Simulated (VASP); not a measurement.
Runs of VASP 6.6.1 on TcB. The structure is that of space group P-6m2 (No. 187), or close to it. The cells are those of the table. 

```tsv
cell	gap on the mesh (eV)	pressure (GPa)
a = 2.918, b = 2.918, c = 2.984 Å, angles 90.0, 90.0, 120.0°, 2 atoms	none	-24.7
a = 2.890, b = 2.890, c = 2.955 Å, angles 90.0, 90.0, 120.0°, 2 atoms	none	-17.4
a = 2.832, b = 2.832, c = 2.896 Å, angles 90.0, 90.0, 120.0°, 2 atoms	none	(b)
a = 2.861, b = 2.861, c = 2.926 Å, angles 90.0, 90.0, 120.0°, 2 atoms	none	(a)
a = 2.946, b = 2.946, c = 3.013 Å, angles 90.0, 90.0, 120.0°, 2 atoms	none	-30.7
```

Alike in all rows: task single point; level LDA; potentials or basis VASP PAW LDA potentials, release 64 (Tc_pv, B); no spin polarisation; k mesh 9 × 9 × 8; cutoff (eV) 500; smearing methfessel-paxton 0.1 eV.

**Question.** Estimate the missing entries.

**Answer.** (a) -8.9; (b) 1.1.

Caveats: the cell stands under tension (at least some runs).

A k mesh can miss the band edges, and the runs leave out spin-orbit coupling on Tc.

A gap of «none» marks levels without a gap at the run's occupations.
